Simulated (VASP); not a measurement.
Wanted: the native input for a VASP 6.6.1 run.

```yaml
Task: single point
Functional: r2SCAN
Potentials_or_basis: VASP PAW PBE potentials, release 64 (Zn, S)
Cutoff: 520 eV
k_mesh: 12 × 12 × 6
Occupations: fermi-dirac, width 0.02 eV
Spin: no spin polarisation
Dipole_correction: no
Further_INCAR_settings: ALGO = Normal; EDIFF = 1e-07; NBANDS = 26
```

Crystal: ZnS.

```
CELL_PARAMETERS angstrom
3.78159 0.00000 0.00000
-1.89079 3.27495 0.00000
0.00000 0.00000 6.20583
ATOMIC_POSITIONS crystal
Zn 0.33333 0.66667 0.00539
Zn 0.66667 0.33333 0.50539
S 0.33333 0.66667 0.37961
S 0.66667 0.33333 0.87961
```

One way to write it, as run:

POSCAR

```
ZnS
1.0
    3.7815874941      0.0000000029      0.0000000000
   -1.8907937495      3.2749508350      0.0000000000
    0.0000000000      0.0000000000      6.2058267400
Zn S
2 2
Direct
    0.3333333333      0.6666666667      0.0053942600
    0.6666666667      0.3333333333      0.5053942600
    0.3333333333      0.6666666667      0.3796057400
    0.6666666667      0.3333333333      0.8796057400
```

INCAR.step1

```
SYSTEM = ZnS
PREC = Accurate ; ENCUT = 520
ISMEAR = -1 ; SIGMA = 0.02
LREAL = .False. ; LASPH = .True.
NELM = 100 ; NBANDS = 26
GGA = PE ; ALGO = Normal
EDIFF = 1E-4 ; LWAVE = .True.
LCHARG = .False.
```

INCAR.step2

```
SYSTEM = ZnS
PREC = Accurate ; ENCUT = 520
EDIFF = 1E-7 ; ISMEAR = -1
SIGMA = 0.02 ; LREAL = .False.
LASPH = .True. ; NELM = 100
ALGO = Normal ; ISIF = 2
LWAVE = .False. ; LCHARG = .False.
METAGGA = R2SCAN ; LMIXTAU = .True.
NBANDS = 26 ; ISTART = 1
```

KPOINTS

```
regular mesh
0
Gamma
  12 12 6
  0 0 0
```

Potentials or basis: VASP PAW PBE potentials, release 64 (Zn, S).

Launch:

```bash
$ cat potpaw_PBE.64/Zn/POTCAR potpaw_PBE.64/S/POTCAR > POTCAR
$ cp INCAR.step1 INCAR
$ mpirun -np 1 vasp_std > vasp.out
$ cp INCAR.step2 INCAR
$ mpirun -np 1 vasp_std > vasp.out
```

It gave:

* Pressure: 1.7 GPa
* Band gap on the k mesh: 2.88 eV

Caveat: the PAW data sets were made with another functional, which shifts forces and pressure a little.

It took 11 min on 1 thread of AMD EPYC 7R13 (shared host), peak memory 0.28 GiB.
